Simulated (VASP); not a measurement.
MoS2:

```xyz
3
Lattice="1.5815 0.9131 6.1233 -1.5815 0.9131 6.1233 0.0000 -1.8262 6.1233" Properties=species:S:1:pos:R:3 pbc="T T T"
Mo    0.0000    0.0000    0.0000
S     0.0000    0.0000   13.7481
S     0.0000    0.0000   10.7446
```

| Item | Value |
| --- | --- |
| Program | VASP 6.6.1 |
| Task | relaxation of cell and atoms |
| Functional | PBEsol |
| Potentials or basis | VASP PAW PBE potentials, release 64 (Mo_sv, S) |
| Cutoff | 600 eV |
| k mesh | 6 × 6 × 6 |
| Occupations | gaussian, width 0.1 eV |
| Spin | no spin polarisation |

At the start: pressure 4.2 GPa; volume 17.68 Å³/atom.

**Question.** How do energy, volume and symmetry change on relaxing?

**Answer.** Over 5 steps the energy falls by 17.8 meV/atom and the volume is 17.81 Å³/atom (+0.7 %); space group R3m (No. 160, to 0.05 Å).

The path:
```tsv
step	energy change (eV)	largest force (eV/Å)	pressure (GPa)	volume (Å³)
1	0.0000	1.0200	4.20	53.05
2	0.0985	1.4559	-9.98	56.67
3	-0.0454	0.0232	-1.60	54.31
4	-0.0455	0.0553	-1.41	54.27
5	-0.0533	0.0119	0.16	53.44
```

Final structure:
```cif
data_structure
_symmetry_space_group_name_H-M 'P 1'
_symmetry_Int_Tables_number 1
_cell_length_a 6.5188
_cell_length_b 6.5188
_cell_length_c 6.5188
_cell_angle_alpha 27.866
_cell_angle_beta 27.866
_cell_angle_gamma 27.866
_cell_volume 53.44
loop_
_atom_site_label
_atom_site_type_symbol
_atom_site_fract_x
_atom_site_fract_y
_atom_site_fract_z
_atom_site_occupancy
Mo1 Mo 0.00000 0.00000 0.00000 1
S1 S 0.74970 0.74970 0.74970 1
S2 S 0.58360 0.58360 0.58360 1
```

Caveat: the PAW data sets were made with another functional, which shifts forces and pressure a little; the relaxation stopped at a loose force limit of 0.05 eV/Å, so its end isn't a converged minimum.
